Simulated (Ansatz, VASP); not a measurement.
# One calculation of HC12, two programs

File INCAR:

```
SYSTEM = HC12
PREC = Accurate
ENCUT = 520
EDIFF = 1E-6
ISMEAR = 0
SIGMA = 0.05
LREAL = Auto
LASPH = .True.
NELM = 100
ALGO = Normal
ISIF = 2
LWAVE = .False.
LCHARG = .False.
LDIPOL = .True.
IDIPOL = 3
DIPOL = 0.5 0.5 0.294
GGA = CA
NBANDS = 68
```

Contents of KPOINTS:

```
Automatic mesh
0
Gamma
  6 4 1
  0 0 0
```

File POSCAR:

```
HC12
1.0
    4.8892663280      0.0000000000      0.0000000000
   -2.4446331640      6.7739291692      0.0000000000
    0.0000000000      0.0000000000     22.7684096771
C H
24 2
Direct
    0.4020794403      0.3041588806      0.1756820110
    0.4020794403      0.8041588805      0.1756820110
    0.9020794403      0.3041588806      0.1756820110
    0.9020794403      0.8041588805      0.1756820110
    0.1630408159      0.3260816317      0.2059829668
    0.1630408159      0.8260816317      0.2059829668
    0.6630408159      0.3260816317      0.2059829668
    0.6630408159      0.8260816317      0.2059829668
    0.1846395683      0.3692791367      0.2666259491
    0.1846395683      0.8692791367      0.2666259491
    0.6846395683      0.3692791367      0.2666259491
    0.6846395683      0.8692791367      0.2666259491
    0.4461625696      0.3923265051      0.2960492075
    0.4461625696      0.8923265051      0.2960492075
    0.9461625696      0.3923265051      0.2960492075
    0.9461625696      0.8923265051      0.2960492075
    0.4715644646      0.4431294558      0.3591099590
    0.4715644646      0.9431294558      0.3591099590
    0.9715644646      0.4431294558      0.3591099590
    0.9715644646      0.9431294558      0.3591099590
    0.2327030006      0.4654044969      0.3851129614
    0.2327030006      0.9654044969      0.3851129614
    0.7327030006      0.4654044969      0.3851129614
    0.7327030006      0.9654044969      0.3851129614
    0.2327030006      0.8370293867      0.4470408703
    0.2327030006      1.0937796070      0.4470408703
```

Input for Ansatz:

```yaml
crystal:
  lattice:
    - [4.889266328, 0.0, 0.0]
    - [-2.444633164, 6.7739291692, 0.0]
    - [0.0, 0.0, 22.7684096771]
  atoms:
    - { symbol: C, position: [0.4020794403, 0.3041588806, 0.175682011] }
    - { symbol: C, position: [0.4020794403, 0.8041588805, 0.175682011] }
    - { symbol: C, position: [0.9020794403, 0.3041588806, 0.175682011] }
    - { symbol: C, position: [0.9020794403, 0.8041588805, 0.175682011] }
    - { symbol: C, position: [0.1630408159, 0.3260816317, 0.2059829668] }
    - { symbol: C, position: [0.1630408159, 0.8260816317, 0.2059829668] }
    - { symbol: C, position: [0.6630408159, 0.3260816317, 0.2059829668] }
    - { symbol: C, position: [0.6630408159, 0.8260816317, 0.2059829668] }
    - { symbol: C, position: [0.1846395683, 0.3692791367, 0.2666259491] }
    - { symbol: C, position: [0.1846395683, 0.8692791367, 0.2666259491] }
    - { symbol: C, position: [0.6846395683, 0.3692791367, 0.2666259491] }
    - { symbol: C, position: [0.6846395683, 0.8692791367, 0.2666259491] }
    - { symbol: C, position: [0.4461625696, 0.3923265051, 0.2960492075] }
    - { symbol: C, position: [0.4461625696, 0.8923265051, 0.2960492075] }
    - { symbol: C, position: [0.9461625696, 0.3923265051, 0.2960492075] }
    - { symbol: C, position: [0.9461625696, 0.8923265051, 0.2960492075] }
    - { symbol: C, position: [0.4715644646, 0.4431294558, 0.359109959] }
    - { symbol: C, position: [0.4715644646, 0.9431294558, 0.359109959] }
    - { symbol: C, position: [0.9715644646, 0.4431294558, 0.359109959] }
    - { symbol: C, position: [0.9715644646, 0.9431294558, 0.359109959] }
    - { symbol: C, position: [0.2327030006, 0.4654044969, 0.3851129614] }
    - { symbol: C, position: [0.2327030006, 0.9654044969, 0.3851129614] }
    - { symbol: C, position: [0.7327030006, 0.4654044969, 0.3851129614] }
    - { symbol: C, position: [0.7327030006, 0.9654044969, 0.3851129614] }
    - { symbol: H, position: [0.2327030006, 0.8370293867, 0.4470408703] }
    - { symbol: H, position: [0.2327030006, 1.093779607, 0.4470408703] }
basis:
  ecutwfc: 420
kpoints:
  mp_grid: { grid: [6, 4, 1] }
hamiltonian:
  xc: lda
  pseudopotentials: { kind: paw, azcp: { folder: soft_1 } }
scf:
  occupations: { method: gaussian, width: 0.05 }
output:
  forces: true
  eigenvalues: true
efield:
  axis: 3
  dipole_correction: true
  ramp_width: 0.04
```

Alike in both runs: task single point; functional LDA; k mesh 6 × 4 × 1; occupations gaussian, width 0.05 eV; no spin polarisation.

|  | VASP | Ansatz |
| --- | --- | --- |
| version | VASP 6.6.1 | Ansatz 0.2.0 |
| potentials or method | VASP PAW LDA potentials, release 64 (C, H), cutoff 520 eV | scalar-relativistic, plane waves, PAW |
| valence electrons in the cell | 98 | 98 |

```csv
,VASP,Ansatz,Ansatz less VASP
gap on the k mesh at the Fermi level (eV),none,none,-
rms of the force components (eV/Å),1.451,1.455,+0.0039
```

Ansatz warns that its potentials were made for another functional, while VASP's fit it. LDA's correlation is that of Perdew and Zunger in VASP and of Perdew and Wang (1992) in Ansatz. Atom by atom the forces differ by 0.023 eV/Å (rms over components). A gap of «none» marks a metal or a gap that the smearing closes.
